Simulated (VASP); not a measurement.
The system is Ge.

```xyz
1
Lattice="1.3971 -2.6005 0.0000 1.3971 2.6005 0.0000 0.0000 0.0000 2.6982" Properties=species:S:1:pos:R:3 pbc="T T T"
Ge    1.3971    0.0000    0.0000
```

Base run:

- Program: VASP 6.6.1
- Functional: PBEsol
- Potentials or basis: VASP PAW PBE potentials, release 64 (Ge_d)
- Cutoff: 520 eV
- k mesh: 8 × 8 × 7
- Occupations: methfessel-paxton, width 0.1 eV
- Spin: no spin polarisation

Its results: band gap on the k mesh zero (band 7 reaches 12.72 eV, above the bottom of band 8 at 4.11 eV); pressure -4.4 GPa.

Q: After a change of settings the same cell gave: band gap on the k mesh zero (band 7 reaches 12.66 eV, above the bottom of band 8 at 2.89 eV); pressure -6.4 GPa. Which change was it?
A. k mesh from 8 × 8 × 7 to 3 × 3 × 3
B. k mesh from 8 × 8 × 7 to 4 × 4 × 4; further incar settings from ALGO = Normal; EDIFF = 1e-06; NBANDS = 13 to ALGO = Normal; EDIFF = 1e-07; NBANDS = 13
C. k mesh from 8 × 8 × 7 to 6 × 6 × 6
D. k mesh from 8 × 8 × 7 to 5 × 5 × 5

A: A.

Caveats: some runs use coarse meshes; the PAW data sets were made with another functional, which shifts forces and pressure a little.
